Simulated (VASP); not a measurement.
A run of VASP 6.6.1:

The input INCAR:

```
ALGO = Normal ; EDIFF = 1E-7
ENCUT = 520 ; GGA = CA
ISIF = 2 ; ISMEAR = 0
LASPH = T ; LCHARG = F
LREAL = F ; LWAVE = F
NBANDS = 36 ; NELM = 100
PREC = Accurate ; SIGMA = 0.15
```

KPOINTS

```
k-points
0
Gamma
  6 6 6
```

POSCAR

```
Ge
1.0
    0.0000000000      2.8066384794      4.9754337547
    2.5583949074      0.0000000000      4.9754337547
    2.5583949074      2.8066384794      0.0000000000
Ge
4
Direct
    0.7818700000      0.7818700000      0.2181300000
    0.2181300000      0.2181300000      0.7818700000
    0.2735100000      0.7264900000      0.2735100000
    0.7264900000      0.2735100000      0.7264900000
```

Potentials or basis: VASP PAW LDA potentials, release 64 (Ge_d).

Command:

```bash
$ cat potpaw_LDA.64/Ge_d/POTCAR > POTCAR
$ mpirun -np 1 vasp_std > vasp.out
```

Hardware: 1 thread of Intel(R) Xeon(R) 6975P-C (Granite Rapids), on a shared host.

Question: Estimate the wall time of this run.

Answer: Wall time 60 s on 1 thread of Intel(R) Xeon(R) 6975P-C (Granite Rapids) (shared host), peak memory 0.22 GiB. Counts: scf iterations 14, k points 46.
